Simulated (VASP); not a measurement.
Here is a VASP 6.6.1 calculation.

INCAR

```
SYSTEM = Y
ALGO = Normal
EDIFF = 1E-6
ENCUT = 500
GGA = PE
GGA_COMPAT = .False.
ISIF = 2
ISMEAR = -1
LASPH = .True.
LCHARG = .False.
LREAL = .False.
LWAVE = .False.
NBANDS = 18
NELM = 120
PREC = Accurate
SIGMA = 0.1
```

The input KPOINTS:

```
k-points
0
Gamma
  6 6 6
  0 0 0
```

Contents of POSCAR:

```
Y
1.0
    0.0000000000      3.1564245667      3.1564245667
    3.1564245667      0.0000000000      3.1564245667
    3.1564245667      3.1564245667      0.0000000000
Y
2
Direct
    1.0000000000      1.0000000000      1.0000000000
    0.2500000000      0.2500000000      0.2500000000
```

Potentials or basis: VASP PAW PBE potentials, release 64 (Y_sv).

Launch:

```sh
$ cat potpaw_PBE.64/Y_sv/POTCAR > POTCAR
$ mpirun -np 1 vasp_std > vasp.out
```

Problem. Estimate the band gap on the k mesh.

Solution. Zero (bands 11 and 12 overlap by 1.06 eV).

Problem. Predict the pressure.

Solution. 5.1 GPa.

Caveat: the cell stands under pressure.
